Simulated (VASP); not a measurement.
Input of a VASP 6.6.1 run:

Contents of INCAR:

```
PREC = Accurate ; ENCUT = 520
EDIFF = 1E-8 ; ISMEAR = -1
SIGMA = 0.05 ; LREAL = F
LASPH = T ; NELM = 80
ALGO = Normal ; ISIF = 2
LWAVE = F ; LCHARG = F
LEFG = T ; NBANDS = 19
```

KPOINTS

```
Automatic mesh
0
Gamma
  13 13 7
```

File POSCAR:

```
Ti
1.0
    2.9838672312      0.0000000000      0.0000000000
   -1.4919336156      2.5841048237      0.0000000000
    0.0000000000      0.0000000000      4.7169492834
Ti
2
Direct
    0.3333333333      0.6666666667      0.2500000000
    0.6666666667      0.3333333333      0.7500000000
```

Potentials or basis: VASP PAW LDA potentials, release 64 (Ti_sv).

Launch:

```bash
$ cat potpaw_LDA.64/Ti_sv/POTCAR > POTCAR
$ mpirun -np 1 vasp_std > vasp.out
```

Predict the band gap on the k mesh.

zero (band 12 reaches 8.33 eV, above the bottom of band 13 at 7.30 eV).

Estimate the pressure.

-12.4 GPa.

Stress tensor (GPa, compression positive):
```
-12.38   0.00   0.00
  0.00 -12.38   0.00
  0.00   0.00 -12.54
```

Caveat: without QUAD_EFG the Cq values of the log hold for a quadrupole moment of 1 mb, not for the nuclei.
